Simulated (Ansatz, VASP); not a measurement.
**C17O in VASP and in Ansatz**

```
C O
1.0
     4.92989    0.00000    0.00000
    -0.00815    4.41330    0.00000
     0.00000    0.00000   23.66503
C O
17 1
Direct
  0.37457 0.74054 0.16903
  0.87457 0.74054 0.16903
  0.12440 0.63660 0.19201
  0.62440 0.63660 0.19201
  0.12405 0.42910 0.23805
  0.62405 0.42910 0.23805
  0.37388 0.32516 0.26103
  0.87388 0.32516 0.26103
  0.37353 0.11265 0.30707
  0.87353 0.11265 0.30707
  0.12336 0.00729 0.32900
  0.62336 0.00729 0.32900
  0.12299 0.78105 0.37481
  0.62299 0.78105 0.37481
  0.37283 0.68268 0.39362
  0.87283 0.68268 0.39362
  0.74783 0.43268 0.57744
  0.74783 0.43268 0.52884
```

Alike in both runs: task single point; functional PBE; dispersion D3(BJ); k mesh 6 × 6 × 1; occupations gaussian, width 0.05 eV; no spin polarisation.

|  | VASP | Ansatz |
| --- | --- | --- |
| version | VASP 6.6.1 | Ansatz 0.2.0 |
| potentials or method | VASP PAW PBE potentials, release 64 (C, O), cutoff 520 eV | scalar-relativistic, plane waves, PAW |
| valence electrons in the cell | 74 | 74 |

```csv
,VASP,Ansatz,Ansatz less VASP
gap on the k mesh at the Fermi level (eV),none,none,-
rms of the force components (eV/Å),0.738,0.789,+0.0514
"work function, face that differs most (eV)",5.98,6.01,+0.037
```

A gap of «none» marks a metal or a gap that the smearing closes.

Noted on VASP's run: the standard files for N, O and F lose accuracy on very short bonds.
